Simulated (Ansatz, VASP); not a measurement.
# KF in VASP and in Ansatz

The input POSCAR:

```
KF
1.0
    0.0000000000      2.6735000000      2.6735000000
    2.6735000000      0.0000000000      2.6735000000
    2.6735000000      2.6735000000      0.0000000000
K F
1 1
Direct
   -0.0140265569      0.0140265569      0.0140265569
    0.5000000000      0.5000000000      0.5000000000
```

INCAR.step1

```
SYSTEM = KF
PREC = Accurate
ENCUT = 520
ISMEAR = 0
SIGMA = 0.05
LREAL = .FALSE.
LASPH = .TRUE.
NELM = 100
NBANDS = 15
GGA = PE
ALGO = Normal
EDIFF = 1E-4
LWAVE = .TRUE.
LCHARG = .FALSE.
```

INCAR.step2

```
SYSTEM = KF
PREC = Accurate
ENCUT = 520
EDIFF = 1E-6
ISMEAR = 0
SIGMA = 0.05
LREAL = .FALSE.
LASPH = .TRUE.
NELM = 100
ALGO = Normal
ISIF = 2
LWAVE = .FALSE.
LCHARG = .TRUE.
METAGGA = R2SCAN
LMIXTAU = .TRUE.
LELF = .TRUE.
LVHAR = .TRUE.
NBANDS = 15
ISTART = 1
```

File KPOINTS:

```
regular mesh
0
G
  8 8 8
  0 0 0
```

Input for Ansatz:

```yaml
crystal:
  lattice:
    - [0.0, 2.6735, 2.6735]
    - [2.6735, 0.0, 2.6735]
    - [2.6735, 2.6735, 0.0]
  atoms:
    - { symbol: K, position: [-0.0140265569, 0.0140265569, 0.0140265569] }
    - { symbol: F, position: [0.5, 0.5, 0.5] }
basis:
  ecutwfc: 500
kpoints:
  mp_grid: { grid: [8, 8, 8] }
hamiltonian:
  xc: r2scan
scf:
  occupations: { method: gaussian, width: 0.05 }
output:
  forces: true
  stress: true
  eigenvalues: true
```

Change from the starting cell: all K atoms moved +0.075 Å, as atom 1 along Cartesian [1 0 0].

Alike in both runs: task single point; functional r2SCAN; k mesh 8 × 8 × 8; occupations gaussian, width 0.05 eV; no spin polarisation.

|  | VASP | Ansatz |
| --- | --- | --- |
| version | VASP 6.6.1 | Ansatz 0.2.0 |
| potentials or method | VASP PAW PBE potentials, release 64 (K_sv, F), cutoff 520 eV | scalar-relativistic, plane waves, PAW |
| valence electrons in the cell | 16 | 16 |

VASP gave:

```
gap on the k mesh at the Fermi level (eV)                     : 6.82
least direct gap on the mesh (eV)                             : 6.82
pressure (GPa)                                                : -0.5
traceless stress, the component that is largest in VASP (GPa) : 0.21
rms of the force components (eV/Å)                            : 0.075
```

Q: Which values does Ansatz return?

A: gap on the k mesh at the Fermi level (eV): 6.82; least direct gap on the mesh (eV): 6.82; pressure (GPa): -0.5; traceless stress, the component that is largest in VASP (GPa): 0.20; rms of the force components (eV/Å): 0.072.

VASP's potentials were made for PBE, not for r2SCAN. Atom by atom the forces differ by 0.003 eV/Å (rms over components). With one functional, cell and mesh, what is left measures potentials, basis and numerics.
